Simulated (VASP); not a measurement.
# Ir (Fm-3m) in VASP: notebook

Runs on Ir. Level: LDA. Tasks: single point.

Program: VASP 6.6.1. These are calculated values, not measurements. Logs are shortened: lines on timing, memory, paths and dates and some standing lists are left out, and cuts for length are marked.

### Step 1. The cell of the first run

Symmetry: Fm-3m, No. 225, cubic system. Conventional cell: a = 3.753 Å, b = 3.753 Å, c = 3.753 Å, α = 90.00°, β = 90.00°, γ = 90.00°. Ir (site symmetry m-3m) has 12 Ir at 2.65 Å within 3.5 Å.

### Step 2. Single point, LDA

Contents of INCAR:

```
  ALGO = Normal
  EDIFF = 1E-6
  ENCUT = 520
  GGA = CA
  ISIF = 2
  ISMEAR = -1
  LASPH = True
  LCHARG = False
  LREAL = False
  LWAVE = False
  NBANDS = 10
  NELM = 60
  PREC = Accurate
  SIGMA = 0.2
```

Contents of KPOINTS:

```
k-points
0
Gamma
  15 15 15
```

Contents of POSCAR:

```
Ir
1.0
    0.0000000000      1.8764951499      1.8764951499
    1.8764951499      0.0000000000      1.8764951499
    1.8764951499      1.8764951499      0.0000000000
Ir
1
Direct
    0.0000000000      0.0000000000      0.0000000000
```

Potentials or basis: VASP PAW LDA potentials, release 64 (Ir).

Started as:

```sh
$ cat potpaw_LDA.64/Ir/POTCAR > POTCAR
$ mpirun -np 1 vasp_std > vasp.out
```

OUTCAR:

```text
EDIFF = 1E-6
   ENCUT = 520
   GGA = CA
   ISIF = 2
   ISMEAR = -1
   LASPH = True
   LREAL = False
   NELM = 60
   PREC = Accurate

 ion  position               nearest neighbor table
   1  0.000  0.000  0.000-

  LATTYP: Found a face centered cubic cell.
 ALAT       =     3.7529902998

  Lattice vectors:

 A1 = (   0.0000000000,   1.8764951499,   1.8764951499)
 A2 = (   1.8764951499,   0.0000000000,   1.8764951499)
 A3 = (   1.8764951499,   1.8764951499,   0.0000000000)

Analysis of symmetry for initial positions (statically):
=====================================================================
 Subroutine PRICEL returns:
 Original cell was already a primitive cell.

 Routine SETGRP: Setting up the symmetry group for a
 face centered cubic supercell.

 Subroutine GETGRP returns: Found 48 space group operations
 (whereof 48 operations were pure point group operations)
 out of a pool of 48 trial point group operations.

The static configuration has the point symmetry O_h .

Analysis of symmetry for dynamics (positions and initial velocities):
=====================================================================
 Subroutine PRICEL returns:
 Original cell was already a primitive cell.

 Routine SETGRP: Setting up the symmetry group for a
 face centered cubic supercell.

 Subroutine GETGRP returns: Found 48 space group operations
 (whereof 48 operations were pure point group operations)
 out of a pool of 48 trial point group operations.

The dynamic configuration has the point symmetry O_h .

 Subroutine INISYM returns: Found 48 space group operations
 (whereof 48 operations are pure point group operations),
 and found     1 'primitive' translations

----------------------------------------------------------------------------------------

                                     Primitive cell

  volume of cell :      13.2152

  direct lattice vectors                    reciprocal lattice vectors
     0.000000000  1.876495150  1.876495150    -0.266454193  0.266454193  0.266454193
     1.876495150  0.000000000  1.876495150     0.266454193 -0.266454193  0.266454193
     1.876495150  1.876495150  0.000000000     0.266454193  0.266454193 -0.266454193

  length of vectors
     2.653764891  2.653764891  2.653764891     0.461512199  0.461512199  0.461512199

  position of ions in fractional coordinates (direct lattice)
     0.000000000  0.000000000  0.000000000

  ion indices of the primitive-cell ions
   primitive index   ion index
                 1           1

----------------------------------------------------------------------------------------

 KPOINTS: k-points

Automatic generation of k-mesh.
 Grid dimensions read from file:
 generate k-points for:   15   15   15

 Generating k-lattice:

  Cartesian coordinates                     Fractional coordinates (reciprocal lattice)
    -0.017763613  0.017763613  0.017763613     0.066666667  0.000000000  0.000000000
     0.017763613 -0.017763613  0.017763613     0.000000000  0.066666667  0.000000000
     0.017763613  0.017763613 -0.017763613     0.000000000  0.000000000  0.066666667

  Length of vectors
     0.030767480  0.030767480  0.030767480

  Shift w.r.t. Gamma in fractional coordinates (k-lattice)
     0.000000000  0.000000000  0.000000000

 Subroutine IBZKPT returns following result:
 ===========================================

 Found    120 irreducible k-points:

 Following reciprocal coordinates:
            Coordinates               Weight
  0.000000  0.000000  0.000000      1.000000
  0.066667  0.000000  0.000000      8.000000
  0.133333  0.000000  0.000000      8.000000
  0.200000  0.000000  0.000000      8.000000
  0.266667  0.000000  0.000000      8.000000
  0.333333  0.000000  0.000000      8.000000
[... 16 lines left out ...]
  0.133333  0.133333  0.000000      6.000000
  0.200000  0.133333  0.000000     24.000000
 [... further k-points ...]
   k-points           NKPTS =    120   k-points in BZ     NKDIM =    120   number of bands    NBANDS=     10
   number of dos      NEDOS =    301   number of ions     NIONS =      1
   total plane-waves  NPLWV =   8000
   dimension x,y,z NGX =    20 NGY =   20 NGZ =   20
   dimension x,y,z NGXF=    40 NGYF=   40 NGZF=   40
   ions per type =               1
   NGX,Y,Z   is equivalent  to a cutoff of  12.53, 12.53, 12.53 a.u.
   NGXF,Y,Z  is equivalent  to a cutoff of  25.06, 25.06, 25.06 a.u.
 SYSTEM =  unknown system
   PREC   = accura    normal or accurate (medium, high low for compatibility)
   ISTART =      0    job   : 0-new  1-cont  2-samecut
   ICHARG =      2    charge: 1-file 2-atom 10-const
   ISPIN  =      1    spin polarized calculation?
   LNONCOLLINEAR =      F non collinear calculations
   LSORBIT =      F    spin-orbit coupling
   LASPH  =      T    aspherical Exc in radial PAW
   ENCUT  =  520.0 eV  38.22 Ry    6.18 a.u.   4.93  4.93  4.93*2*pi/ulx,y,z
   NELM   =     60;   NELMIN=  2; NELMDL= -5     # of ELM steps
   EDIFF  = 0.1E-05   stopping-criterion for ELM
   LREAL  =      F    real-space projection
   EDIFFG = 0.1E-04   stopping-criterion for IOM
   NSW    =      0    number of steps for IOM
   IBRION =     -1    ionic relax: 0-MD 1-quasi-New 2-CG
   NFREE  =      0    steps in history (QN), initial steepest desc. (CG)
   ISIF   =      2    stress and relaxation
   ISYM   =      2    0-nonsym 1-usesym 2-fastsym
   POTIM  = 0.5000    time-step for ionic-motion
   TEBEG  =    0.0;   TEEND  =   0.0 temperature during run
   PSTRESS=    0.0 pullay stress
   NELECT =       9.0000    total number of electrons
   NUPDOWN=      -1.0000    fix difference up-down
   EMIN   =  10.00;   EMAX   =-10.00  energy-range for DOS
   EFERMI =   0.00;   METHOD = LEGACY
   ISMEAR =    -1;   SIGMA  =   0.20  broadening in eV -4-tet -1-fermi 0-gaus
   EFERMI_NEDOS =   21; number of points for ismear=-14 and -15
   IALGO  =     38    algorithm
   IMIX   =      4    mixing-type and parameters
     AMIX     =   0.40;   BMIX     =  1.00
     AMIX_MAG =   1.60;   BMIX_MAG =  1.00
  volume/ion in A,a.u.               =      13.22        89.18
  Fermi-wavevector in a.u.,A,eV,Ry     =   1.440340  2.721847 28.226348  2.074578
  Thomas-Fermi vector in A             =   2.559095
   LORBIT       =      0    0 simple, 1 ext, 2 COOP (PROOUT), +10 PAW based schemes
   GGA     = CA    functional components
   LHFCALC =     F    Hartree Fock is set to
   AEXX    =    0.0000 exact exchange contribution
   IVDW    =     0    specifies the selected vdW correction
   LEPSILON=     F    determine dielectric tensor
   LRPA    =     F    only Hartree local field effects (RPA)
 non-spin polarized calculation
  energy-cutoff  :      520.00
  volume of cell :       13.22
 maximum number of plane-waves:       366
   NGX =  9   NGY =  9   NGZ =  9

 number of electron       9.0000000 magnetization

 Free energy of the ion-electron system (eV)
  ---------------------------------------------------
  ext. energy  EPLUGINS =         0.00000000
  ---------------------------------------------------
  free energy    TOTEN  =       -10.33238603 eV

  energy without entropy =      -10.22580491  energy(sigma->0) =      -10.27909547

 E-fermi :  11.5285     XC(G=0): -14.5355

 val. band max:       11.5268958837   @ k =  -0.2667   0.0667   0.0000
 cond. band min:      11.5613833677   @ k =  -0.3333   0.3333   0.0000
 fundamental gap:      0.0344874840
 Fermi energy:        11.5285014858

 k-point     1 :       0.0000    0.0000    0.0000
  band No.  band energies     occupation
      1      -0.2983      2.00000
      2       7.2131      2.00000
      3       7.2131      2.00000
      4       7.2131      2.00000
      5      10.2459      1.99672
      6      10.2459      1.99672
      7      25.7345      0.00000
      8      31.6873      0.00000
      9      31.6873      0.00000
     10      31.6873      0.00000

 k-point     2 :       0.0667    0.0000    0.0000
  band No.  band energies     occupation
      1      -0.0854      2.00000
      2       7.0959      2.00000
      3       7.3074      2.00000
      4       7.3074      2.00000
      5      10.1819      1.99762
      6      10.1819      1.99762
      7      26.1142      0.00000
      8      30.6599      0.00000
      9      32.0495      0.00000
     10      32.0495      0.00000

 k-point     3 :       0.1333    0.0000    0.0000
  band No.  band energies     occupation
      1       0.5172      2.00000
      2       6.8212      2.00000
      3       7.5364      2.00000
      4       7.5364      2.00000
      5      10.0661      1.99867
      6      10.0661      1.99867
      7      27.0980      0.00000
      8      28.8630      0.00000
      9      33.0898      0.00000
     10      33.0898      0.00000

 k-point     4 :       0.2000    0.0000    0.0000
  band No.  band energies     occupation
      1       1.3765      2.00000
      2       6.6060      2.00000
      3       7.7202      2.00000
      4       7.7202      2.00000
      5      10.1250      1.99821
      6      10.1250      1.99821
      7      26.8447      0.00000
      8      28.4914      0.00000
      9      34.6759      0.00000
     10      34.6759      0.00000
[... 222 lines left out ...]
 k-point    22 :      -0.0667    0.0667    0.0000
  band No.  band energies     occupation
      1       0.2595      2.00000
      2       6.8862      2.00000
      3       7.4387      2.00000
      4       7.5029      2.00000
      5       9.9126      1.99938
      6      10.2799      1.99612
      7      26.7122      0.00000
      8      29.7779      0.00000
      9      31.9669      0.00000
     10      32.9484      0.00000

 k-point    23 :       0.1333    0.1333    0.0000
  band No.  band energies     occupation
      1       0.7978      2.00000
      2       6.3927      2.00000
      3       7.8695      2.00000
      4       7.8695      2.00000
      5       9.2852      1.99997
      6      10.5842      1.98236
      7      27.6744      0.00000
      8      30.0367      0.00000
      9      32.0788      0.00000
     10      32.0788      0.00000

 k-point    24 :       0.2000    0.1333    0.0000
  band No.  band energies     occupation
      1       1.4682      2.00000
      2       6.0422      2.00000
      3       8.0813      2.00000
      4       8.1922      2.00000
      5       9.0838      1.99999
      6      10.7648      1.95703
      7      28.7287      0.00000
      8      28.9827      0.00000
      9      32.3181      0.00000
     10      32.8427      0.00000

 [... further k-points ...]
[... 5 lines left out ...]
  --------------------------------------------------------------------------------------
  -------------------------------------------------------------------------------------
  Total        2.0749560      2.0749560      2.0749560      0.0000000      0.0000000      0.0000000
  in kB      251.5632127    251.5632127    251.5632127      0.0000000      0.0000000      0.0000000
  external PRESSURE =     251.5632127 kB  Pullay stress =       0.0000000 kB

 VOLUME and BASIS-vectors are now :
 -----------------------------------------------------------------------------
  energy-cutoff  :      520.00
  volume of cell :       13.22
      direct lattice vectors                 reciprocal lattice vectors
     0.000000000  1.876495150  1.876495150    -0.266454193  0.266454193  0.266454193
     1.876495150  0.000000000  1.876495150     0.266454193 -0.266454193  0.266454193
     1.876495150  1.876495150  0.000000000     0.266454193  0.266454193 -0.266454193

 POSITION                                       TOTAL-FORCE (eV/Angst)
 -----------------------------------------------------------------------------------
      0.00000      0.00000      0.00000         0.000000      0.000000      0.000000
 -----------------------------------------------------------------------------------
    total drift:                                0.000000      0.000000      0.000000

  FREE ENERGIE OF THE ION-ELECTRON SYSTEM (eV)
  ---------------------------------------------------
  free  energy   TOTEN  =       -10.3323860285 eV

  energy  without entropy=      -10.2258049093  energy(sigma->0) =      -10.27909547
```

Run time: 18 s. Hardware: 1 thread of Intel Xeon Platinum 8259CL at 2.50GHz (Skylake/Cascade Lake), shared host; peak memory 0.13 GiB.

What came out:

* Free energy: -10.3324 eV
* Pressure: 25.2 GPa

Levels at points of the mesh, in eV from the Fermi level:
| k point | band 1 | band 2 | band 3 | band 4 | band 5 | band 6 | band 7 | band 8 |
| --- | --- | --- | --- | --- | --- | --- | --- | --- |
| (0.00, 0.00, 0.00) | -11.83 | -4.32 | -4.32 | -4.32 | -1.28 | -1.28 | 14.21 | 20.16 |

Caveat: spin-orbit coupling is left out, which moves the levels of the heavy elements.

(Continued in part 2 of 3.)
